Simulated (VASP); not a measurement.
# HC12 in VASP: single point with PBE+D3(BJ)

Aim: the single point of HC12 with PBE+D3(BJ).

Program: VASP 6.6.1. These are calculated values, not measurements. Logs are shortened: lines on timing, memory, paths and dates and some standing lists are left out, and cuts for length are marked.

**1. The cell of the first run**

The cell holds a slab with vacuum, 13 atoms: a = 4.931 Å, b = 4.010 Å, c = 21.601 Å, α = 90.00°, β = 90.00°, γ = 90.00°.

**2. Single point, PBE+D3(BJ), collinear spin**

The input, INCAR:

```
SYSTEM = HC12
ALGO = Normal
DIPOL = 0.5 0.5 0.300
EDIFF = 1E-6
ENCUT = 520
GGA = PE
IDIPOL = 3
ISIF = 2
ISMEAR = 0
ISPIN = 2
IVDW = 12
KPAR = 4
LASPH = .True.
LCHARG = .False.
LDIPOL = .True.
LORBIT = 11
LREAL = .False.
LWAVE = .False.
MAGMOM = 0 0 0 0 0 0 0 0 0 0 0 0 1
NBANDS = 40
NELM = 150
PREC = Accurate
SIGMA = 0.05
```

The input, KPOINTS:

```
k-points
0
Gamma
  6 7 1
  0 0 0
```

The input, POSCAR:

```
HC12
1.0
    4.9311586502      0.0000000000      0.0000000000
    0.0000000000      4.0098697767      0.0000000000
    0.0000000000      0.0000000000     21.6014232414
C H
12 1
Direct
    0.2500000000      0.3776970832      0.1851729840
    0.7500000000      0.3776970832      0.1851729840
    0.0000000000      0.4720802753      0.2130426460
    0.5000000000      0.4720802753      0.2130426460
    0.0000000000      0.6609562027      0.2688143161
    0.5000000000      0.6609562027      0.2688143161
    0.2500000000      0.7503681903      0.2962457608
    0.7500000000      0.7503681903      0.2962457608
    0.2500000000      0.9412921293      0.3552728042
    0.7500000000      0.9412921293      0.3552728042
    0.0000000000      0.0234303656      0.3796705036
    0.5000000000      0.0234303656      0.3796705036
    0.0833333333      0.3567636989      0.5092915924
```

Potentials or basis: VASP PAW PBE potentials, release 64 (C, H).

Launch:

```bash
$ cat potpaw_PBE.64/C/POTCAR potpaw_PBE.64/H/POTCAR > POTCAR
$ mpirun -np 4 vasp_std > vasp.out
```

OUTCAR:

```text
SYSTEM = HC12
   EDIFF = 1E-6
   ENCUT = 520
   GGA = PE
   ISIF = 2
   ISMEAR = 0
   ISPIN = 2
   IVDW = 12
   LASPH = .True.
   LORBIT = 11
   LREAL = .False.
   NELM = 150
   PREC = Accurate
 IVDW          = 12

 ion  position               nearest neighbor table
   1  0.250  0.378  0.185-   3 1.42   4 1.42
   2  0.750  0.378  0.185-   3 1.42   4 1.42
   3  0.000  0.472  0.213-   5 1.42   2 1.42   1 1.42
   4  0.500  0.472  0.213-   6 1.42   2 1.42   1 1.42
   5  0.000  0.661  0.269-   7 1.41   8 1.41   3 1.42
   6  0.500  0.661  0.269-   7 1.41   8 1.41   4 1.42
   7  0.250  0.750  0.296-   5 1.41   6 1.41   9 1.49
   8  0.750  0.750  0.296-   5 1.41   6 1.41  10 1.49
   9  0.250  0.941  0.355-  11 1.38  12 1.38   7 1.49
  10  0.750  0.941  0.355-  11 1.38  12 1.38   8 1.49
  11  0.000  0.023  0.380-   9 1.38  10 1.38
  12  0.500  0.023  0.380-   9 1.38  10 1.38
  13  0.083  0.357  0.509-

  LATTYP: Found a simple orthorhombic cell.
 ALAT       =     4.0098697767
 B/A-ratio  =     1.2297553100
 C/A-ratio  =     5.3870635318

  Lattice vectors:

 A1 = (   0.0000000000,  -4.0098697767,   0.0000000000)
 A2 = (   4.9311586502,   0.0000000000,   0.0000000000)
 A3 = (   0.0000000000,   0.0000000000,  21.6014232414)

Analysis of symmetry for initial positions (statically):
=====================================================================
 Subroutine PRICEL returns:
 Original cell was already a primitive cell.

 Routine SETGRP: Setting up the symmetry group for a
 simple orthorhombic supercell.

 Subroutine GETGRP returns: Found  1 space group operations
 (whereof  1 operations were pure point group operations)
 out of a pool of  8 trial point group operations.

The static configuration has the point symmetry C_1 .

Analysis of symmetry for dynamics (positions and initial velocities):
=====================================================================
 Subroutine PRICEL returns:
 Original cell was already a primitive cell.

 Routine SETGRP: Setting up the symmetry group for a
 simple orthorhombic supercell.

 Subroutine GETGRP returns: Found  1 space group operations
 (whereof  1 operations were pure point group operations)
 out of a pool of  8 trial point group operations.

The dynamic configuration has the point symmetry C_1 .

[... 196 lines left out ...]
      2     -20.3068      1.00000
      3     -17.9357      1.00000
      4     -17.7668      1.00000
      5     -17.7081      1.00000
      6     -16.0911      1.00000
[... 847 lines left out ...]
     35       4.6643      0.00000
     36       4.9062      0.00000
 Fermi energy:        -3.0701820838

 spin component 2

 k-point     1 :       0.0000    0.0000    0.0000
  band No.  band energies     occupation
      1     -21.9422      1.00000
      2     -20.2468      1.00000
      3     -17.8348      1.00000
      4     -17.7224      1.00000
      5     -17.7103      1.00000
      6     -16.1501      1.00000
[... 847 lines left out ...]
     35       4.8991      0.00000
     36       5.3642      0.00000
 [bands above 36 left out]

------------------------ aborting loop because EDIFF is reached ----------------------------------------

 vacuum level on the upper side and lower side of the slab       (xc-potential included)        -0.470         0.475

 Edisp (eV)   -1.32013

 E8    (eV) :    -0.3910

  FORCE on cell =-STRESS in cart. coord.  units (eV):
  Direction    XX          YY          ZZ          XY          YZ          ZX
  --------------------------------------------------------------------------------------
  -------------------------------------------------------------------------------------
  Total       0.13461    -0.46452    -0.29819    -0.00726    -0.06566    -0.03469
  in kB       0.50494    -1.74243    -1.11852    -0.02725    -0.24629    -0.13011
  external pressure =       -0.79 kB  Pullay stress =        0.00 kB

 VOLUME and BASIS-vectors are now :
 -----------------------------------------------------------------------------
  energy-cutoff  :      520.00
  volume of cell :      427.13
      direct lattice vectors                 reciprocal lattice vectors
     4.931158650  0.000000000  0.000000000     0.202792096  0.000000000  0.000000000
     0.000000000  4.009869777  0.000000000     0.000000000  0.249384657  0.000000000
     0.000000000  0.000000000 21.601423241     0.000000000  0.000000000  0.046293246

 POSITION                                       TOTAL-FORCE (eV/Angst)
 -----------------------------------------------------------------------------------
      1.23279      1.51452      4.00000        -0.093794      0.225418      0.614415
      3.69837      1.51452      4.00000         0.057062      1.408569      2.241799
      0.00000      1.89298      4.60202         0.439573     -1.374212     -2.468635
      2.46558      1.89298      4.60202        -0.413382     -1.502719     -2.653096
      0.00000      2.65035      5.80677        -0.226142      0.500850      1.027332
      2.46558      2.65035      5.80677         0.280758      0.527978      1.070757
      1.23279      3.00888      6.39933        -0.049068      0.279307      0.375255
      3.69837      3.00888      6.39933        -0.000877      0.287474      0.417077
      1.23279      3.77446      7.67440         0.049618     -0.174213     -0.377271
      3.69837      3.77446      7.67440        -0.097645     -0.010652     -0.102943
      0.00000      0.09395      8.20142         0.033960     -0.016608      0.119487
      2.46558      0.09395      8.20142         0.048150     -0.094240     -0.105534
      0.41093      1.43058     11.00142        -0.028214     -0.056953     -0.158642
 -----------------------------------------------------------------------------------
    total drift:                                0.000041     -0.000058     -0.000307

  FREE ENERGIE OF THE ION-ELECTRON SYSTEM (eV)
  ---------------------------------------------------
  free  energy   TOTEN  =      -100.8707600194 eV

  energy  without entropy=     -100.8560401994  energy(sigma->0) =     -100.86340011

 vacuum level on the upper side and lower side of the slab         2.065         3.017

 total charge

# of ion       s       p       d       tot
------------------------------------------
    1        0.897   1.548   0.000   2.445
    2        0.887   1.530   0.000   2.417
    3        0.866   1.770   0.000   2.635
    4        0.865   1.769   0.000   2.634
    5        0.870   1.784   0.000   2.654
    6        0.871   1.782   0.000   2.653
    7        0.861   1.751   0.000   2.613
    8        0.867   1.744   0.000   2.611
    9        0.866   1.785   0.000   2.651
   10        0.868   1.784   0.000   2.652
   11        0.893   1.617   0.000   2.510
   12        0.895   1.616   0.000   2.511
   13        0.374   0.000   0.000   0.374
--------------------------------------------------
tot         10.878  20.482   0.000  31.360

 magnetization (x)

# of ion       s       p       d       tot
------------------------------------------
    1        0.004   0.011   0.000   0.015
    2        0.087   0.412   0.000   0.499
    3        0.003  -0.002   0.000   0.000
    4        0.004  -0.007   0.000  -0.003
    5        0.007   0.046   0.000   0.053
    6        0.005   0.021   0.000   0.026
    7       -0.000  -0.026   0.000  -0.026
    8       -0.003  -0.035   0.000  -0.038
    9        0.003   0.022   0.000   0.025
   10        0.003   0.021   0.000   0.024
   11       -0.057  -0.426   0.000  -0.484
   12        0.051   0.285   0.000   0.336
   13        0.372  -0.000   0.000   0.372
--------------------------------------------------
tot          0.478   0.321   0.000   0.799
```

stdout:

```text
POSCAR found type information on POSCAR C H
 POSCAR found :  2 types and      13 ions
 scaLAPACK will be used
 LDA part: xc-table for (Slater+PW92), standard interpolation
 POSCAR, INCAR and KPOINTS ok, starting setup
 FFT: planning ... GRIDC
 FFT: planning ... GRID_SOFT
 FFT: planning ... GRID
 WAVECAR not read
 entering main loop
```

Wall time 12 min (4 MPI ranks of Intel Xeon Platinum 8375C at 2.90GHz (Ice Lake), shared host); peak memory 0.98 GiB.

What came out:

```yaml
Free_energy: -100.8708 eV
Largest_force: 3.077 eV/Å
Net_moment: 1.66 μB per cell
Site_moments: C +0.01, +0.50, +0.00, -0.00, +0.05, +0.03, -0.03, -0.04, +0.02, -0.48, +0.34 (each value once); H +0.37 μB
Valence_electrons_inside_the_program's_atomic_spheres: C 2.44, 2.42, 2.63, 2.65, 2.61, 2.51 (each value once); H 0.37
Dispersion_energy_per_atom: -0.102 eV
```

Forces in eV/Å, atoms in the order of the input:
```
C   -0.094  0.225  0.614
C    0.057  1.409  2.242
C    0.440 -1.374 -2.469
C   -0.413 -1.503 -2.653
C   -0.226  0.501  1.027
C    0.281  0.528  1.071
C   -0.049  0.279  0.375
C   -0.001  0.287  0.417
C    0.050 -0.174 -0.377
C   -0.098 -0.011 -0.103
C    0.034 -0.017  0.119
C    0.048 -0.094 -0.106
H   -0.028 -0.057 -0.159
```
